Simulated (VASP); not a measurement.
# Tl (P6/mmm) in VASP: notebook

Runs on Tl. Level: PBE. Tasks: single point.

Program: VASP 6.6.1. These are calculated values, not measurements. Logs are shortened: lines on timing, memory, paths and dates and some standing lists are left out, and cuts for length are marked.

### 1 The cell of the first run

The structure is hexagonal, space group P6/mmm (No. 191). Conventional cell: a = 3.285 Å, b = 3.285 Å, c = 3.109 Å, α = 90.00°, β = 90.00°, γ = 120.00°. Within 4.1 Å of Tl (site symmetry 6/mmm) lie 8 Tl at 3.11 to 3.28 Å.

### 2 Single point, PBE (volume scaled by 0.88)

Contents of INCAR:

```
SYSTEM = Tl
PREC = Accurate
ENCUT = 520
EDIFF = 1E-7
ISMEAR = -1
SIGMA = 0.1
LREAL = .FALSE.
LASPH = .TRUE.
NELM = 100
ALGO = Normal
ISIF = 2
LWAVE = .FALSE.
LCHARG = .FALSE.
GGA = PE
NBANDS = 12
```

Contents of KPOINTS:

```
regular mesh
0
G
  14 14 13
  0 0 0
```

Contents of POSCAR:

```
Tl
1.0
    3.2847941754      0.0000000000      0.0000000000
   -1.6423970877      2.8447152021      0.0000000000
    0.0000000000      0.0000000000      3.1093971090
Tl
1
Direct
    0.0000000000      0.0000000000      0.0000000000
```

Potentials or basis: VASP PAW PBE potentials, release 64 (Tl_d).

Launch:

```bash
$ cat potpaw_PBE.64/Tl_d/POTCAR > POTCAR
$ mpirun -np 1 vasp_std > vasp.out
```

OUTCAR:

```text
SYSTEM = Tl
   PREC = Accurate
   ENCUT = 520
   EDIFF = 1E-7
   ISMEAR = -1
   LREAL = .FALSE.
   LASPH = .TRUE.
   NELM = 100
   ISIF = 2
   GGA = PE

 ion  position               nearest neighbor table
   1  0.000  0.000  0.000-

  LATTYP: Found a hexagonal cell.
 ALAT       =     3.2847941754
 C/A-ratio  =     0.9466033313

  Lattice vectors:

 A1 = (   3.2847941754,   0.0000000000,   0.0000000000)
 A2 = (  -1.6423970877,   2.8447152021,   0.0000000000)
 A3 = (   0.0000000000,   0.0000000000,   3.1093971090)

Analysis of symmetry for initial positions (statically):
=====================================================================
 Subroutine PRICEL returns:
 Original cell was already a primitive cell.

 Routine SETGRP: Setting up the symmetry group for a
 hexagonal supercell.

 Subroutine GETGRP returns: Found 24 space group operations
 (whereof 24 operations were pure point group operations)
 out of a pool of 24 trial point group operations.

The static configuration has the point symmetry D_6h.

Analysis of symmetry for dynamics (positions and initial velocities):
=====================================================================
 Subroutine PRICEL returns:
 Original cell was already a primitive cell.

 Routine SETGRP: Setting up the symmetry group for a
 hexagonal supercell.

 Subroutine GETGRP returns: Found 24 space group operations
 (whereof 24 operations were pure point group operations)
 out of a pool of 24 trial point group operations.

The dynamic configuration has the point symmetry D_6h.

 Subroutine INISYM returns: Found 24 space group operations
 (whereof 24 operations are pure point group operations),
 and found     1 'primitive' translations

----------------------------------------------------------------------------------------

                                     Primitive cell

  volume of cell :      29.0552

  direct lattice vectors                    reciprocal lattice vectors
     3.284794175  0.000000000  0.000000000     0.304433078  0.175764519  0.000000000
    -1.642397088  2.844715202  0.000000000     0.000000000  0.351529039  0.000000000
     0.000000000  0.000000000  3.109397109     0.000000000  0.000000000  0.321605753

  length of vectors
     3.284794175  3.284794175  3.109397109     0.351529039  0.351529039  0.321605753

  position of ions in fractional coordinates (direct lattice)
     0.000000000  0.000000000  0.000000000

  ion indices of the primitive-cell ions
   primitive index   ion index
                 1           1

----------------------------------------------------------------------------------------

 KPOINTS: regular mesh

Automatic generation of k-mesh.
 Grid dimensions read from file:
 generate k-points for:   14   14   13

 Generating k-lattice:

  Cartesian coordinates                     Fractional coordinates (reciprocal lattice)
     0.021745220  0.012554609  0.000000000     0.071428571 -0.000000000  0.000000000
     0.000000000  0.025109217  0.000000000     0.000000000  0.071428571  0.000000000
     0.000000000  0.000000000  0.024738904     0.000000000  0.000000000  0.076923077

  Length of vectors
     0.025109217  0.025109217  0.024738904

  Shift w.r.t. Gamma in fractional coordinates (k-lattice)
     0.000000000  0.000000000  0.000000000

 Subroutine IBZKPT returns following result:
 ===========================================

 Found    168 irreducible k-points:

 Following reciprocal coordinates:
            Coordinates               Weight
  0.000000  0.000000  0.000000      1.000000
  0.071429 -0.000000  0.000000      6.000000
  0.142857 -0.000000  0.000000      6.000000
  0.214286 -0.000000  0.000000      6.000000
  0.285714 -0.000000  0.000000      6.000000
  0.357143 -0.000000  0.000000      6.000000
[... 16 lines left out ...]
  0.285714  0.285714  0.000000      6.000000
  0.357143  0.285714  0.000000      6.000000
 [... further k-points ...]
   k-points           NKPTS =    168   k-points in BZ     NKDIM =    168   number of bands    NBANDS=     12
   number of dos      NEDOS =    301   number of ions     NIONS =      1
   total plane-waves  NPLWV =  13824
   dimension x,y,z NGX =    24 NGY =   24 NGZ =   24
   dimension x,y,z NGXF=    48 NGYF=   48 NGZF=   48
   ions per type =               1
   NGX,Y,Z   is equivalent  to a cutoff of  12.15, 12.15, 12.83 a.u.
   NGXF,Y,Z  is equivalent  to a cutoff of  24.29, 24.29, 25.66 a.u.
 SYSTEM =  Tl
   PREC   = accura    normal or accurate (medium, high low for compatibility)
   ISTART =      0    job   : 0-new  1-cont  2-samecut
   ICHARG =      2    charge: 1-file 2-atom 10-const
   ISPIN  =      1    spin polarized calculation?
   LNONCOLLINEAR =      F non collinear calculations
   LSORBIT =      F    spin-orbit coupling
   LASPH  =      T    aspherical Exc in radial PAW
   ENCUT  =  520.0 eV  38.22 Ry    6.18 a.u.   6.11  6.11  5.78*2*pi/ulx,y,z
   NELM   =    100;   NELMIN=  2; NELMDL= -5     # of ELM steps
   EDIFF  = 0.1E-06   stopping-criterion for ELM
   LREAL  =      F    real-space projection
   EDIFFG = 0.1E-05   stopping-criterion for IOM
   NSW    =      0    number of steps for IOM
   IBRION =     -1    ionic relax: 0-MD 1-quasi-New 2-CG
   NFREE  =      0    steps in history (QN), initial steepest desc. (CG)
   ISIF   =      2    stress and relaxation
   ISYM   =      2    0-nonsym 1-usesym 2-fastsym
   POTIM  = 0.5000    time-step for ionic-motion
   TEBEG  =    0.0;   TEEND  =   0.0 temperature during run
   PSTRESS=    0.0 pullay stress
   NELECT =      13.0000    total number of electrons
   NUPDOWN=      -1.0000    fix difference up-down
   EMIN   =  10.00;   EMAX   =-10.00  energy-range for DOS
   EFERMI =   0.00;   METHOD = LEGACY
   ISMEAR =    -1;   SIGMA  =   0.10  broadening in eV -4-tet -1-fermi 0-gaus
   EFERMI_NEDOS =   21; number of points for ismear=-14 and -15
   IALGO  =     38    algorithm
   IMIX   =      4    mixing-type and parameters
     AMIX     =   0.40;   BMIX     =  1.00
     AMIX_MAG =   1.60;   BMIX_MAG =  1.00
  volume/ion in A,a.u.               =      29.06       196.07
  Fermi-wavevector in a.u.,A,eV,Ry     =   1.252127  2.366176 21.331499  1.567821
  Thomas-Fermi vector in A             =   2.386042
   LORBIT       =      0    0 simple, 1 ext, 2 COOP (PROOUT), +10 PAW based schemes
   GGA     = PE    functional components
   LHFCALC =     F    Hartree Fock is set to
   AEXX    =    0.0000 exact exchange contribution
   IVDW    =     0    specifies the selected vdW correction
   LEPSILON=     F    determine dielectric tensor
   LRPA    =     F    only Hartree local field effects (RPA)
 non-spin polarized calculation
  energy-cutoff  :      520.00
  volume of cell :       29.06
 maximum number of plane-waves:       804
   NGX = 13   NGY = 13   NGZ = 11

 number of electron      13.0000003 magnetization

 Free energy of the ion-electron system (eV)
  ---------------------------------------------------
  ext. energy  EPLUGINS =         0.00000000
  ---------------------------------------------------
  free energy    TOTEN  =        -2.10538996 eV

  energy without entropy =       -2.08741370  energy(sigma->0) =       -2.09640183

 E-fermi :   6.5189     XC(G=0): -10.0646

 val. band max:        6.5174705612   @ k =   0.2143   0.1429   0.3846
 cond. band min:       6.5913068946   @ k =   0.0714   0.0714   0.3077
 fundamental gap:      0.0738363334
 Fermi energy:         6.5188553387

 k-point     1 :       0.0000    0.0000    0.0000
  band No.  band energies     occupation
      1      -5.8912      2.00000
      2      -5.2906      2.00000
      3      -5.2906      2.00000
      4      -4.7165      2.00000
      5      -4.7165      2.00000
      6      -3.6862      2.00000
      7      13.4071      0.00000
      8      15.7867      0.00000
      9      15.7867      0.00000
     10      17.3752      0.00000
     11      17.5616      0.00000
     12      20.6003      0.00000

 k-point     2 :       0.0714   -0.0000    0.0000
  band No.  band energies     occupation
      1      -5.8761      2.00000
      2      -5.3014      2.00000
      3      -5.2603      2.00000
      4      -4.7322      2.00000
      5      -4.7199      2.00000
      6      -3.5807      2.00000
      7      13.5409      0.00000
      8      14.6299      0.00000
      9      15.4349      0.00000
     10      17.2637      0.00000
     11      17.5764      0.00000
     12      21.0688      0.00000

 k-point     3 :       0.1429   -0.0000    0.0000
  band No.  band energies     occupation
      1      -5.8379      2.00000
      2      -5.3335      2.00000
      3      -5.1743      2.00000
      4      -4.7758      2.00000
      5      -4.7297      2.00000
      6      -3.2562      2.00000
      7      12.4921      0.00000
      8      13.9341      0.00000
      9      14.6349      0.00000
     10      16.8471      0.00000
     11      17.7853      0.00000
     12      21.9724      0.00000
[... 286 lines left out ...]
 k-point    23 :       0.2857    0.2857    0.0000
  band No.  band energies     occupation
      1      -5.6219      2.00000
      2      -5.2454      2.00000
      3      -4.9601      2.00000
      4      -4.9595      2.00000
      5      -4.8804      2.00000
      6       1.0383      2.00000
      7       5.2154      2.00000
      8       6.9203      0.03546
      9      18.2955      0.00000
     10      19.5517      0.00000
     11      21.5006      0.00000
     12      22.9939      0.00000

 k-point    24 :       0.3571    0.2857    0.0000
  band No.  band energies     occupation
      1      -5.6134      2.00000
      2      -5.1858      2.00000
      3      -5.0093      2.00000
      4      -4.9490      2.00000
      5      -4.9023      2.00000
      6       1.4048      2.00000
      7       5.1027      2.00000
      8       6.3606      1.65903
      9      18.6807      0.00000
     10      19.9969      0.00000
     11      20.9288      0.00000
     12      22.9419      0.00000

 [... further k-points ...]
[... 5 lines left out ...]
  --------------------------------------------------------------------------------------
  -------------------------------------------------------------------------------------
  Total        0.7461113      0.7461113      0.7466410      0.0000000      0.0000000     -0.0000000
  in kB       41.1425331     41.1425331     41.1717427      0.0000000      0.0000000     -0.0000000
  external PRESSURE =      41.1522696 kB  Pullay stress =       0.0000000 kB

 VOLUME and BASIS-vectors are now :
 -----------------------------------------------------------------------------
  energy-cutoff  :      520.00
  volume of cell :       29.06
      direct lattice vectors                 reciprocal lattice vectors
     3.284794175  0.000000000  0.000000000     0.304433078  0.175764519  0.000000000
    -1.642397088  2.844715202  0.000000000     0.000000000  0.351529039  0.000000000
     0.000000000  0.000000000  3.109397109     0.000000000  0.000000000  0.321605753

 POSITION                                       TOTAL-FORCE (eV/Angst)
 -----------------------------------------------------------------------------------
      0.00000      0.00000      0.00000         0.000000      0.000000      0.000000
 -----------------------------------------------------------------------------------
    total drift:                                0.000000      0.000000      0.000000

  FREE ENERGIE OF THE ION-ELECTRON SYSTEM (eV)
  ---------------------------------------------------
  free  energy   TOTEN  =        -2.1053899555 eV

  energy  without entropy=       -2.0874137034  energy(sigma->0) =       -2.09640183
```

Wall time 35 s (1 thread of AMD EPYC 7R43 (Zen 3), shared host); peak memory 0.14 GiB.

What came out:

```yaml
Free_energy: -2.1054 eV
Pressure: 4.1 GPa
```

Levels at points of the mesh, in eV from the Fermi level:
| k point | band 3 | band 4 | band 5 | band 6 | band 7 | band 8 | band 9 | band 10 | band 11 | band 12 |
| --- | --- | --- | --- | --- | --- | --- | --- | --- | --- | --- |
| (0.00, 0.00, 0.00) | -11.81 | -11.24 | -11.24 | -10.21 | 6.89 | 9.27 | 9.27 | 10.86 | 11.04 | 14.08 |
| (0.50, 0.00, 0.00) | -11.54 | -11.31 | -11.15 | -5.66 | -3.08 | 5.17 | 9.35 | 10.99 | 12.21 | 16.01 |

Caveat: the cell differs from its parent crystal (volume scaled by 0.88); spin-orbit coupling is left out, which moves the levels of the heavy elements.

### 3 Single point, PBE

This run uses another cell than the first one, of 33.02 Å³/atom, 1.136 times its volume.

Contents of INCAR:

```
ALGO = Normal
EDIFF = 1E-6
ENCUT = 520
GGA = PE
ISIF = 2
ISMEAR = -1
LASPH = True
LCHARG = True
LELF = True
LREAL = False
LVHAR = True
LWAVE = False
NBANDS = 12
NELM = 60
PREC = Accurate
SIGMA = 0.1
```

Contents of KPOINTS:

```
k-points
0
Gamma
  14 14 13
```

Contents of POSCAR:

```
Tl
1.0
    3.4225571716      0.0000000000      0.0000000000
   -1.7112785858      2.9640214565      0.0000000000
    0.0000000000      0.0000000000      3.2546809294
Tl
1
Direct
    0.0000000000      0.0000000000      0.0000000000
```

Potentials or basis: VASP PAW PBE potentials, release 64 (Tl_d).

Launch:

```bash
$ cat potpaw_PBE.64/Tl_d/POTCAR > POTCAR
$ mpirun -np 1 vasp_std > vasp.out
```

OUTCAR:

```text
EDIFF = 1E-6
   ENCUT = 520
   GGA = PE
   ISIF = 2
   ISMEAR = -1
   LASPH = True
   LREAL = False
   NELM = 60
   PREC = Accurate

 ion  position               nearest neighbor table
   1  0.000  0.000  0.000-

  LATTYP: Found a hexagonal cell.
 ALAT       =     3.4225571716
 C/A-ratio  =     0.9509500547

  Lattice vectors:

 A1 = (   3.4225571716,   0.0000000000,   0.0000000000)
 A2 = (  -1.7112785858,   2.9640214565,   0.0000000000)
 A3 = (   0.0000000000,   0.0000000000,   3.2546809294)

Analysis of symmetry for initial positions (statically):
=====================================================================
 Subroutine PRICEL returns:
 Original cell was already a primitive cell.

 Routine SETGRP: Setting up the symmetry group for a
 hexagonal supercell.

 Subroutine GETGRP returns: Found 24 space group operations
 (whereof 24 operations were pure point group operations)
 out of a pool of 24 trial point group operations.

The static configuration has the point symmetry D_6h.

Analysis of symmetry for dynamics (positions and initial velocities):
=====================================================================
[... 160 lines left out ...]
 fundamental gap:      0.0175898809
 Fermi energy:         5.3132162272

 k-point     1 :       0.0000    0.0000    0.0000
  band No.  band energies     occupation
      1      -6.8160      2.00000
      2      -6.3718      2.00000
      3      -6.3718      2.00000
      4      -5.9601      2.00000
      5      -5.9601      2.00000
      6      -4.1290      2.00000
      7      11.5409      0.00000
      8      13.6556      0.00000
      9      13.6556      0.00000
     10      15.0410      0.00000
     11      16.1141      0.00000
     12      17.8815      0.00000
[... 331 lines left out ...]
 k-point    24 :       0.3571    0.2857    0.0000
  band No.  band energies     occupation
      1      -6.5944      2.00000
      2      -6.2742      2.00000
      3      -6.1475      2.00000
      4      -6.1292      2.00000
      5      -6.0954      2.00000
      6       0.1078      2.00000
      7       4.1386      1.99998
      8       5.2479      1.31525
      9      15.9178      0.00000
     10      18.1252      0.00000
     11      18.9492      0.00000
     12      20.5592      0.00000

 [... further k-points ...]
[... 5 lines left out ...]
  --------------------------------------------------------------------------------------
  -------------------------------------------------------------------------------------
  Total       -0.0164898     -0.0164898     -0.0066883      0.0000000     -0.0000000      0.0000000
  in kB       -0.8001757     -0.8001757     -0.3245522      0.0000000     -0.0000000      0.0000000
  external PRESSURE =      -0.6416346 kB  Pullay stress =       0.0000000 kB

 VOLUME and BASIS-vectors are now :
 -----------------------------------------------------------------------------
  energy-cutoff  :      520.00
  volume of cell :       33.02
      direct lattice vectors                 reciprocal lattice vectors
     3.422557172  0.000000000  0.000000000     0.292179195  0.168689737  0.000000000
    -1.711278586  2.964021456  0.000000000     0.000000000  0.337379474  0.000000000
     0.000000000  0.000000000  3.254680929     0.000000000  0.000000000  0.307249780

 POSITION                                       TOTAL-FORCE (eV/Angst)
 -----------------------------------------------------------------------------------
      0.00000      0.00000      0.00000         0.000000      0.000000      0.000000
 -----------------------------------------------------------------------------------
    total drift:                               -0.000000      0.000000      0.000000

  FREE ENERGIE OF THE ION-ELECTRON SYSTEM (eV)
  ---------------------------------------------------
  free  energy   TOTEN  =        -2.1510215981 eV

  energy  without entropy=       -2.1306229675  energy(sigma->0) =       -2.14082228
```

Wall time 50 s (1 thread of AMD EPYC 7R43 (Zen 3), shared host); peak memory 0.16 GiB.

Results:

```
Free energy : -2.1510 eV
Pressure    : -0.1 GPa
```

Caveat: spin-orbit coupling is left out, which moves the levels of the heavy elements.
